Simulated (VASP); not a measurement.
A run of VASP 6.6.1 is set up as follows.

Contents of INCAR:

```
  ALGO = Normal
  EDIFF = 1E-6
  ENCUT = 520
  GGA = PE
  ISIF = 2
  ISMEAR = 0
  LASPH = True
  LCHARG = False
  LREAL = False
  LWAVE = False
  NBANDS = 40
  NELM = 100
  PREC = Accurate
  SIGMA = 0.1
```

KPOINTS

```
k-points
0
Gamma
  3 3 4
```

File POSCAR:

```
Zr3NbTe2
1.0
    5.9986267300      0.0000000000      0.0000000000
   -2.9993133700      5.1949631400      0.0000000000
    0.0000000000      0.0000000000      4.4304753900
Zr Nb Te
3 1 2
Direct
    0.0000000000      0.5000000000      0.9950230700
    0.5000000000      0.0000000000      0.9950230700
    0.5000000000      0.5000000000      0.9950230700
    0.0000000000      0.0000000000      0.1926302600
    0.6666666700      0.3333333300      0.4961477200
    0.3333333300      0.6666666700      0.4961477200
```

Potentials or basis: VASP PAW PBE potentials, release 64 (Zr_sv, Nb_sv, Te).

Run with:

```console
$ cat potpaw_PBE.64/Zr_sv/POTCAR potpaw_PBE.64/Nb_sv/POTCAR potpaw_PBE.64/Te/POTCAR > POTCAR
$ mpirun -np 1 vasp_std > vasp.out
```

Estimate the pressure.

11.7 GPa.

Predict the band gap on the k mesh.

zero (an odd number of electrons rules out a gap without spin polarisation).

Forces on the atoms (eV/Å):
```
Zr   0.000  0.000  0.191
Zr   0.000  0.000  0.191
Zr   0.000  0.000  0.191
Nb   0.000  0.000  0.242
Te   0.000  0.000 -0.407
Te   0.000  0.000 -0.407
```

Caveat: the k points lie up to 0.40 Å⁻¹ apart, too coarse for converged energies and pressures of a metal; spin-orbit coupling is left out, which moves the levels of the heavy elements.
